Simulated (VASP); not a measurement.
## Zn2SbO4: single point with PBE

Zn2SbO4:

```
Zn Sb O
1.0
     4.42148    0.00000    0.00000
     0.00000    4.42148    0.00000
     0.00000    0.00000    5.90351
Zn Sb O
2 1 4
Direct
  0.00000 0.00000 0.50000
  0.50000 0.50000 0.50000
  0.50000 0.50000 0.00000
  0.00000 0.50000 0.12663
  0.50000 0.00000 0.12663
  0.00000 0.50000 0.87337
  0.50000 0.00000 0.87337
```

The cell was built from a structure type or drawn by symmetry, and may not be a known phase.

```yaml
Program: VASP 6.6.1
Task: single point
Functional: PBE
Potentials_or_basis: VASP PAW PBE potentials, release 64 (Zn, Sb, O)
Cutoff: 520 eV
k_mesh: 3 × 3 × 4
Occupations: gaussian, width 0.2 eV
Spin: no spin polarisation
```

```
Pressure               : -0.2 GPa
Largest force          : 0.185 eV/Å
Band gap on the k mesh : zero (an odd number of electrons rules out a gap without spin polarisation)
```

Forces in eV/Å, atoms in the order of the input:
```
Zn   0.000  0.000  0.000
Zn   0.000  0.000  0.000
Sb   0.000  0.000  0.000
O    0.000  0.000  0.185
O    0.000  0.000  0.185
O    0.000  0.000 -0.185
O    0.000  0.000 -0.185
```

Stress tensor (GPa, compression positive):
```
-0.71  0.00  0.00
 0.00 -0.71  0.00
 0.00  0.00  0.90
```

Levels at points of the mesh, in eV from the Fermi level:
```csv
k point,band 22,band 23,band 24,band 25,band 26,band 27,band 28,band 29,band 30,band 31
"(0.00, 0.00, 0.00)",-2.63,-1.88,-1.88,-0.62,-0.35,-0.35,1.99,3.07,3.25,3.25
"(0.00, 0.00, 0.50)",-3.99,-2.08,-2.08,-0.42,-0.42,0.30,3.49,3.64,3.64,4.07
```

It took 97 s on 1 thread of Oxide Virtual Turin-like Processor (shared host), peak memory 0.21 GiB.

Caveat: the k points lie up to 0.47 Å⁻¹ apart, too coarse for converged energies and pressures of a metal; spin-orbit coupling is left out, which moves the levels of the heavy elements; an odd number of electrons without spin polarisation forces a metal; a magnetic or distorted state may lie lower.
